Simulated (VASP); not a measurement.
Wanted: the native input for a VASP 6.6.1 run.

* Task: single point
* Functional: LDA
* Potentials or basis: VASP PAW LDA potentials, release 64 (Si, O)
* Cutoff: 520 eV
* k mesh: 6 × 6 × 8
* Occupations: gaussian, width 0.05 eV
* Spin: no spin polarisation
* Dipole correction: no
* Further INCAR settings: ALGO = Normal; EDIFF = 1e-06; NBANDS = 25

The structure of SiO2 lies in POSCAR:

```
SiO2
1.0
    4.1801000000      0.0000000000      0.0000000000
    0.0000000000      4.1801000000      0.0000000000
    0.0000000000      0.0000000000      2.9168000000
Si O
2 4
Direct
    0.5000000000      0.5000000000      0.5000000000
    0.0000000000      0.0000000000      0.0000000000
    0.6944252994      0.6944252994      0.0000000000
    0.1944252994      0.8055747006      0.5000000000
    0.3055747006      0.3055747006      0.0000000000
    0.8055747006      0.1944252994      0.5000000000
```

One way to write it, as run:

INCAR

```
SYSTEM = SiO2
ALGO = Normal
EDIFF = 1E-6
ENCUT = 520
ISIF = 2
ISMEAR = 0
LASPH = .TRUE.
LCHARG = .FALSE.
LREAL = .FALSE.
LWAVE = .FALSE.
NBANDS = 25
NELM = 100
PREC = Accurate
SIGMA = 0.05
```

KPOINTS

```
k-points
0
G
  6 6 8
  0 0 0
```

Potentials or basis: VASP PAW LDA potentials, release 64 (Si, O).

Run with:

```sh
$ cat potpaw_LDA.64/Si/POTCAR potpaw_LDA.64/O/POTCAR > POTCAR
$ mpirun -np 1 vasp_std > vasp.out
```

Results of the run:

The pressure is -29.0 GPa and the largest force is 0.153 eV/Å. The band gap on the k mesh is 3.72 eV, direct.

Wall time 82 s on 1 thread of AMD EPYC 7R13, with other jobs on the host, peak memory 0.14 GiB.
